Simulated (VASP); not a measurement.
# Si23SnC24 (a cell with a defect) in VASP: single point with PBE

Aim: the single point of Si23SnC24 (a cell with a defect) with PBE.

Program: VASP 6.6.1. These are calculated values, not measurements. Logs are shortened: lines on timing, memory, paths and dates and some standing lists are left out, and cuts for length are marked.

### 1 The cell of the first run

The cell holds a defect, 48 atoms: a = 6.152 Å, b = 9.228 Å, c = 10.096 Å, α = 90.00°, β = 90.00°, γ = 120.00°.

### 2 Single point, PBE

File INCAR:

```
SYSTEM = Si23SnC24
PREC = Accurate
ENCUT = 520
EDIFF = 1E-7
ISMEAR = -1
SIGMA = 0.01
LREAL = Auto
LASPH = .True.
NELM = 60
ALGO = Normal
ISIF = 2
LWAVE = .False.
LCHARG = .True.
GGA = PE
LELF = .True.
LVHAR = .True.
NBANDS = 131
```

File KPOINTS:

```
regular mesh
0
Gamma
  4 3 2
  0 0 0
```

File POSCAR:

```
Si23SnC24
1.0
    6.1520000000      0.0000000000      0.0000000000
   -4.6140000000      7.9916824260      0.0000000000
    0.0000000000      0.0000000000     10.0960000000
Sn Si C
1 23 24
Direct
    0.1675179273      0.2235832720      0.0044880953
    0.1667029590      0.2222796565      0.5032811455
    0.1662440005      0.5578353846      0.0016250147
    0.1655611568      0.5561934420      0.5020801728
    0.1695728229      0.8877621986      0.0016313245
    0.1663239976      0.8877459133      0.5021081691
    0.6644137262      0.2193408755      0.0010635062
    0.6672789096      0.2230082515      0.5028500375
    0.6732353018      0.5609212524      0.0014387843
    0.6692331486      0.5567299891      0.5022666476
    0.6594340311      0.8847555664      0.0013648422
    0.6647915324      0.8871064570      0.5023350532
    0.3350284202      0.1098005866      0.2574316264
    0.3356410010      0.1095193530      0.7489013533
    0.3356145560      0.4472662276      0.2573862359
    0.3366973676      0.4487025402      0.7487684017
    0.3330222391      0.7775602288      0.2517150010
    0.3316029434      0.7767347442      0.7520755262
    0.8294364097      0.1095493543      0.2572911375
    0.8281920050      0.1089940132      0.7489765956
    0.8330868784      0.4442349965      0.2514166278
    0.8332993981      0.4443259492      0.7522016009
    0.8336514989      0.7780630627      0.2516145110
    0.8345537231      0.7782636305      0.7521068687
    0.1668081663      0.2224804732      0.2115878765
    0.1667572568      0.2224866196      0.6920207436
    0.1668608684      0.5549146782      0.1897985118
    0.1647830844      0.5559492194      0.6886468117
    0.1673266888      0.8897005622      0.1898656894
    0.1659922111      0.8875825234      0.6886379867
    0.6659646607      0.2212892671      0.1899724186
    0.6679633930      0.2238148048      0.6883045732
    0.6660304896      0.5554347745      0.1896679917
    0.6699033679      0.5567164158      0.6890661263
    0.6668686437      0.8893121429      0.1896979171
    0.6645506069      0.8865491265      0.6891321819
    0.3344668367      0.1102403666      0.4435755846
    0.3463727952      0.1006798418      0.9329122411
    0.3351238291      0.4465405700      0.4437568236
    0.3518698439      0.4680117709      0.9330127423
    0.3327543241      0.7773776114      0.4390966704
    0.3282955800      0.7749491062      0.9397124411
    0.8305720397      0.1098149936      0.4436128641
    0.8032038749      0.0990112989      0.9331098381
    0.8330710880      0.4442602085      0.4388979007
    0.8318717872      0.4428801850      0.9403578024
    0.8338724682      0.7781647228      0.4391695629
    0.8385801412      0.7815617710      0.9399684213
```

Potentials or basis: VASP PAW PBE potentials, release 64 (Sn_d, Si, C).

Started as:

```sh
$ cat potpaw_PBE.64/Sn_d/POTCAR potpaw_PBE.64/Si/POTCAR potpaw_PBE.64/C/POTCAR > POTCAR
$ mpirun -np 1 vasp_std > vasp.out
```

OUTCAR:

```text
SYSTEM = Si23SnC24
   PREC = Accurate
   ENCUT = 520
   EDIFF = 1E-7
   ISMEAR = -1
   LREAL = Auto
   LASPH = .True.
   NELM = 60
   ISIF = 2
   GGA = PE

 ion  position               nearest neighbor table
   1  0.168  0.224  0.004-  38 2.07  44 2.07  40 2.08  25 2.09   7 3.08   7 3.08   3 3.09   5 3.11
                             9 3.11  15 3.12  19 3.12  13 3.13  11 3.13  16 3.15  20 3.15  14 3.15
   2  0.167  0.222  0.503-  37 1.89  43 1.89  39 1.89  26 1.91  13 3.06  14 3.06  15 3.07  19 3.07
                            20 3.07  16 3.07   8 3.08   8 3.08   4 3.08   6 3.09  10 3.09  12 3.09
   3  0.166  0.558  0.002-  42 1.84  40 1.85  46 1.89  27 1.90  11 3.03   5 3.03   9 3.05  18 3.07
                            17 3.08  22 3.08  21 3.08   1 3.09   9 3.10   7 3.11  16 3.11  15 3.14
   4  0.166  0.556  0.502-  39 1.87  41 1.88  45 1.88  28 1.88  15 3.04  10 3.06  16 3.06   6 3.06
                            12 3.06   8 3.07  18 3.08  22 3.08   2 3.08  17 3.09  21 3.09  10 3.10
   5  0.170  0.888  0.002-  38 1.84  42 1.86  48 1.87  29 1.90  11 3.03   3 3.03   9 3.03   7 3.05
                            18 3.07  17 3.07  24 3.09  23 3.09   1 3.11  14 3.11  11 3.12  13 3.13
   6  0.166  0.888  0.502-  37 1.87  41 1.88  47 1.88  30 1.88  13 3.04  10 3.06   4 3.06  14 3.06
                            12 3.07  18 3.08  24 3.08  12 3.08  17 3.09   2 3.09   8 3.09  23 3.09
   7  0.664  0.219  0.001-  38 1.83  44 1.84  46 1.89  31 1.91   5 3.05  11 3.07   1 3.08   1 3.08
                            22 3.09  14 3.09  20 3.09  21 3.10   3 3.11   9 3.13  19 3.13  13 3.13
   8  0.667  0.223  0.503-  37 1.87  32 1.87  43 1.87  45 1.88  13 3.05  19 3.05  14 3.05  20 3.05
                             4 3.07  10 3.07   2 3.08   2 3.08  22 3.08   6 3.09  12 3.09  21 3.09
   9  0.673  0.561  0.001-  40 1.85  48 1.87  46 1.89  33 1.90  11 3.03   5 3.03   3 3.05  24 3.06
[... 53 lines left out ...]
  47  0.834  0.778  0.439-  10 1.88   6 1.88  12 1.88  23 1.89
  48  0.839  0.782  0.940-   9 1.87   5 1.87  11 1.89  24 1.90

  LATTYP: Found a simple monoclinic cell.
 ALAT       =     6.1520000000
 B/A-ratio  =     1.6410923277
 C/A-ratio  =     1.3228756555
 COS(beta)  =    -0.1889822365

  Lattice vectors:

 A1 = (   6.1520000000,   0.0000000000,   0.0000000000)
 A2 = (   0.0000000000,   0.0000000000,  10.0960000000)
 A3 = (  -1.5380000000,  -7.9916824260,   0.0000000000)

Analysis of symmetry for initial positions (statically):
=====================================================================
 Subroutine PRICEL returns:
 Original cell was already a primitive cell.

 Routine SETGRP: Setting up the symmetry group for a
 simple monoclinic supercell.

 Subroutine GETGRP returns: Found  1 space group operations
 (whereof  1 operations were pure point group operations)
 out of a pool of  4 trial point group operations.

The static configuration has the point symmetry C_1 .

Analysis of symmetry for dynamics (positions and initial velocities):
=====================================================================
 Subroutine PRICEL returns:
 Original cell was already a primitive cell.

 Routine SETGRP: Setting up the symmetry group for a
 simple monoclinic supercell.

 Subroutine GETGRP returns: Found  1 space group operations
 (whereof  1 operations were pure point group operations)
 out of a pool of  4 trial point group operations.

The dynamic configuration has the point symmetry C_1 .

 Subroutine INISYM returns: Found  1 space group operations
 (whereof  1 operations are pure point group operations),
 and found     1 'primitive' translations

----------------------------------------------------------------------------------------

                                     Primitive cell

  volume of cell :     496.3681

  direct lattice vectors                    reciprocal lattice vectors
     6.152000000  0.000000000  0.000000000     0.162548765  0.093847573  0.000000000
    -4.614000000  7.991682426  0.000000000     0.000000000  0.125130097  0.000000000
     0.000000000  0.000000000 10.096000000     0.000000000  0.000000000  0.099049128

  length of vectors
     6.152000000  9.228000000 10.096000000     0.187695146  0.125130097  0.099049128

  position of ions in fractional coordinates (direct lattice)
     0.167517927  0.223583272  0.004488095
     0.166702959  0.222279656  0.503281145
     0.166244001  0.557835385  0.001625015
     0.165561157  0.556193442  0.502080173
     0.169572823  0.887762199  0.001631325
     0.166323998  0.887745913  0.502108169
[... 40 lines left out ...]
     0.833872468  0.778164723  0.439169563
     0.838580141  0.781561771  0.939968421

  ion indices of the primitive-cell ions
   primitive index   ion index
                 1           1
[... 62 lines left out ...]

  Length of vectors
     0.046923787  0.041710032  0.049524564

  Shift w.r.t. Gamma in fractional coordinates (k-lattice)
     0.000000000  0.000000000  0.000000000

 Subroutine IBZKPT returns following result:
 ===========================================

 Found     14 irreducible k-points:

 Following reciprocal coordinates:
            Coordinates               Weight
  0.000000  0.000000  0.000000      1.000000
  0.250000  0.000000  0.000000      2.000000
  0.500000  0.000000  0.000000      1.000000
  0.000000  0.333333  0.000000      2.000000
  0.250000  0.333333  0.000000      2.000000
  0.500000  0.333333  0.000000      2.000000
 -0.250000  0.333333  0.000000      2.000000
  0.000000  0.000000  0.500000      1.000000
  0.250000  0.000000  0.500000      2.000000
  0.500000  0.000000  0.500000      1.000000
  0.000000  0.333333  0.500000      2.000000
  0.250000  0.333333  0.500000      2.000000
  0.500000  0.333333  0.500000      2.000000
 -0.250000  0.333333  0.500000      2.000000
   k-points           NKPTS =     14   k-points in BZ     NKDIM =     14   number of bands    NBANDS=    131
   number of dos      NEDOS =    301   number of ions     NIONS =     48
   total plane-waves  NPLWV = 268800
   dimension x,y,z NGX =    48 NGY =   70 NGZ =   80
   dimension x,y,z NGXF=    96 NGYF=  140 NGZF=  160
   ions per type =               1  23  24
   NGX,Y,Z   is equivalent  to a cutoff of  12.97, 12.61, 13.17 a.u.
   NGXF,Y,Z  is equivalent  to a cutoff of  25.94, 25.22, 26.35 a.u.
 SYSTEM =  Si23SnC24
   PREC   = accura    normal or accurate (medium, high low for compatibility)
   ISTART =      0    job   : 0-new  1-cont  2-samecut
   ICHARG =      2    charge: 1-file 2-atom 10-const
   ISPIN  =      1    spin polarized calculation?
   LNONCOLLINEAR =      F non collinear calculations
   LSORBIT =      F    spin-orbit coupling
   LASPH  =      T    aspherical Exc in radial PAW
   ENCUT  =  520.0 eV  38.22 Ry    6.18 a.u.  11.44 17.16 18.77*2*pi/ulx,y,z
   NELM   =     60;   NELMIN=  2; NELMDL= -5     # of ELM steps
   EDIFF  = 0.1E-06   stopping-criterion for ELM
   LREAL  =      T    real-space projection
   EDIFFG = 0.1E-05   stopping-criterion for IOM
   NSW    =      0    number of steps for IOM
   IBRION =     -1    ionic relax: 0-MD 1-quasi-New 2-CG
   NFREE  =      0    steps in history (QN), initial steepest desc. (CG)
   ISIF   =      2    stress and relaxation
   ISYM   =      2    0-nonsym 1-usesym 2-fastsym
   POTIM  = 0.5000    time-step for ionic-motion
   TEBEG  =    0.0;   TEEND  =   0.0 temperature during run
   PSTRESS=    0.0 pullay stress
   NELECT =     202.0000    total number of electrons
   NUPDOWN=      -1.0000    fix difference up-down
   EMIN   =  10.00;   EMAX   =-10.00  energy-range for DOS
   EFERMI =   0.00;   METHOD = LEGACY
   ISMEAR =    -1;   SIGMA  =   0.01  broadening in eV -4-tet -1-fermi 0-gaus
   EFERMI_NEDOS =   21; number of points for ismear=-14 and -15
   IALGO  =     38    algorithm
   IMIX   =      4    mixing-type and parameters
     AMIX     =   0.40;   BMIX     =  1.00
     AMIX_MAG =   1.60;   BMIX_MAG =  1.00
  volume/ion in A,a.u.               =      10.34        69.78
  Fermi-wavevector in a.u.,A,eV,Ry     =   1.213177  2.292571 20.025017  1.471797
  Thomas-Fermi vector in A             =   2.348637
   LORBIT       =      0    0 simple, 1 ext, 2 COOP (PROOUT), +10 PAW based schemes
   GGA     = PE    functional components
   LHFCALC =     F    Hartree Fock is set to
   AEXX    =    0.0000 exact exchange contribution
   IVDW    =     0    specifies the selected vdW correction
   LEPSILON=     F    determine dielectric tensor
   LRPA    =     F    only Hartree local field effects (RPA)
 non-spin polarized calculation
  energy-cutoff  :      520.00
  volume of cell :      496.37
 maximum number of plane-waves:     13404
 NGX is ok and might be reduce to    48
   NGX = 23   NGY = 35   NGZ = 37

 number of electron     201.9999996 magnetization

 Free energy of the ion-electron system (eV)
  ---------------------------------------------------
  ext. energy  EPLUGINS =         0.00000000
  ---------------------------------------------------
  free energy    TOTEN  =      -356.33882221 eV

  energy without entropy =     -356.33882221  energy(sigma->0) =     -356.33882221

 E-fermi :   8.8253     XC(G=0): -11.4280

 val. band max:        8.5839426523   @ k =   0.0000   0.0000   0.0000
 cond. band min:      10.8539209976   @ k =   0.2500   0.0000   0.0000
 fundamental gap:      2.2699783453
 Fermi energy:         8.8252914664

 k-point     1 :       0.0000    0.0000    0.0000
  band No.  band energies     occupation
      1     -12.1976      2.00000
      2     -12.1938      2.00000
      3     -12.1759      2.00000
      4     -12.0378      2.00000
      5     -12.0255      2.00000
      6      -7.1453      2.00000
[... 1613 lines left out ...]
    112      13.1321      0.00000
    113      13.2374      0.00000
 [bands above 113 left out]

------------------------ aborting loop because EDIFF is reached ----------------------------------------

  FORCE on cell =-STRESS in cart. coord.  units (eV):
  Direction    XX          YY          ZZ          XY          YZ          ZX
  --------------------------------------------------------------------------------------
  -------------------------------------------------------------------------------------
  Total       24.2876665     24.1474644     24.3799665     -0.0071619      0.0117563     -0.0023063
  in kB       78.3957441     77.9431997     78.6936702     -0.0231171      0.0379470     -0.0074442
  external PRESSURE =      78.3442047 kB  Pullay stress =       0.0000000 kB

 VOLUME and BASIS-vectors are now :
 -----------------------------------------------------------------------------
  energy-cutoff  :      520.00
  volume of cell :      496.37
      direct lattice vectors                 reciprocal lattice vectors
     6.152000000  0.000000000  0.000000000     0.162548765  0.093847573  0.000000000
    -4.614000000  7.991682426  0.000000000     0.000000000  0.125130097  0.000000000
     0.000000000  0.000000000 10.096000000     0.000000000  0.000000000  0.099049128

 POSITION                                       TOTAL-FORCE (eV/Angst)
 -----------------------------------------------------------------------------------
     -0.00104      1.78681      0.04531         0.005408     -0.015468     -0.032084
     -0.00004      1.77639      5.08113        -0.005436      0.000225      0.023982
     -1.55112      4.45804      0.01641         0.002830      0.001220     -0.020536
     -1.54774      4.44492      5.06900        -0.001283     -0.009840      0.020530
     -3.05292      7.09471      0.01647        -0.005732      0.024391     -0.029189
     -3.07283      7.09458      5.06928        -0.002908      0.004856      0.026721
[... 40 lines left out ...]
      1.53953      6.21885      4.43386        -0.001995      0.002624     -0.021168
      1.55282      6.24599      9.48992         0.009484      0.002135      0.024802
 -----------------------------------------------------------------------------------
    total drift:                                0.030104      0.020235     -0.035829

  FREE ENERGIE OF THE ION-ELECTRON SYSTEM (eV)
  ---------------------------------------------------
  free  energy   TOTEN  =      -356.3388222055 eV

  energy  without entropy=     -356.3388222055  energy(sigma->0) =     -356.33882221
```

It took 34 min on 1 thread of Oxide Virtual Turin-like, shared host; peak memory 0.88 GiB.

Results:

* Free energy: -356.3388 eV
* Pressure: 7.8 GPa
* Largest force: 0.039 eV/Å
* Band gap on the k mesh: 2.27 eV

Forces on the atoms (eV/Å):
```
Sn   0.005 -0.015 -0.032
Si  -0.005  0.000  0.024
Si   0.003  0.001 -0.021
Si  -0.001 -0.010  0.021
Si  -0.006  0.024 -0.029
Si  -0.003  0.005  0.027
Si  -0.005 -0.020 -0.018
Si   0.002  0.004  0.026
Si  -0.006 -0.012 -0.018
Si   0.000 -0.005  0.019
Si   0.007  0.029 -0.026
Si   0.003  0.004  0.027
Si   0.000  0.007 -0.006
Si  -0.009  0.001  0.005
Si   0.000 -0.009  0.005
Si  -0.003 -0.016 -0.010
Si   0.003  0.004 -0.006
Si   0.004  0.009 -0.001
Si   0.000  0.011 -0.003
Si   0.008  0.000  0.000
Si   0.000 -0.012  0.011
Si  -0.001 -0.005 -0.017
Si  -0.002  0.001  0.006
Si  -0.004  0.010 -0.009
C   -0.005  0.004 -0.008
C   -0.001  0.001 -0.016
C   -0.008  0.004  0.007
C    0.001  0.002 -0.003
C    0.008 -0.006  0.011
C    0.006 -0.007 -0.005
C    0.001  0.006  0.020
C   -0.009  0.006 -0.007
C    0.000  0.011  0.001
C   -0.007  0.005 -0.009
C    0.002 -0.021  0.013
C    0.011 -0.007 -0.009
C    0.013 -0.020 -0.018
C   -0.004  0.012  0.028
C    0.001  0.029 -0.013
C   -0.003 -0.003  0.031
C    0.007  0.001 -0.020
C   -0.010 -0.023  0.017
C   -0.016 -0.020 -0.016
C    0.004  0.006  0.027
C    0.005  0.000 -0.021
C    0.005  0.010  0.013
C   -0.002  0.003 -0.021
C    0.009  0.002  0.025
```

Levels at points of the mesh, in eV from the valence-band top:
| k point | band 97 | band 98 | band 99 | band 100 | band 101 | band 102 | band 103 | band 104 | band 105 | band 106 |
| --- | --- | --- | --- | --- | --- | --- | --- | --- | --- | --- |
| (0.00, 0.00, 0.00) | -0.68 | -0.52 | -0.19 | -0.07 | 0.00 | 2.69 | 3.13 | 3.20 | 3.26 | 3.27 |
| (0.50, 0.00, 0.00) | -1.13 | -1.07 | -1.02 | -0.74 | -0.51 | 2.49 | 2.53 | 3.89 | 3.96 | 4.11 |
| (0.00, 0.00, 0.50) | -0.88 | -0.36 | -0.35 | -0.22 | -0.11 | 2.93 | 3.05 | 3.13 | 3.15 | 3.19 |
| (0.50, 0.00, 0.50) | -1.13 | -1.10 | -1.08 | -0.91 | -0.71 | 3.49 | 3.53 | 3.59 | 3.61 | 3.75 |

Caveat: spin-orbit coupling is left out, which moves the levels of the heavy elements.
